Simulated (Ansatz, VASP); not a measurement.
## Two plane-wave programs on In3PtAu

```xyz
5
Lattice="5.2549 0.0000 0.0000 0.0000 5.2549 0.0000 0.0000 0.0000 5.2250" Properties=species:S:1:pos:R:3 pbc="T T T"
In    2.6275    2.6275    5.0415
In    0.0000    2.6275    2.2708
In    2.6275    0.0000    2.2708
Pt    2.6275    2.6275    2.4532
Au    0.0000    0.0000    0.8172
```

Alike in both runs: functional PBE; k mesh 8 × 8 × 8; occupations gaussian, width 0.1 eV; no spin polarisation.

Ansatz relaxed the structure, and its values are those at the end. VASP's run is a single point on that final structure, the one shown.

```csv
,VASP,Ansatz
version,VASP 6.6.1,Ansatz 0.2.0
potentials or method,"VASP PAW PBE potentials, release 64 (In_d, Pt, Au), cutoff 520 eV","scalar-relativistic, plane waves, PAW"
valence electrons in the cell,60,76
```

```tsv
	VASP	Ansatz	Ansatz less VASP
gap on the k mesh at the Fermi level (eV)	none	none	-
pressure (GPa)	0.0	0.0	+0.05
```

A gap of «none» marks a metal or a gap that the smearing closes. The functional is the same, so the differences come from potentials, cutoffs and numerics. VASP's potentials hold 60 valence electrons a cell and Ansatz's 76, so a difference there can come from the potentials and not from the codes.

Spin-orbit coupling is off throughout.
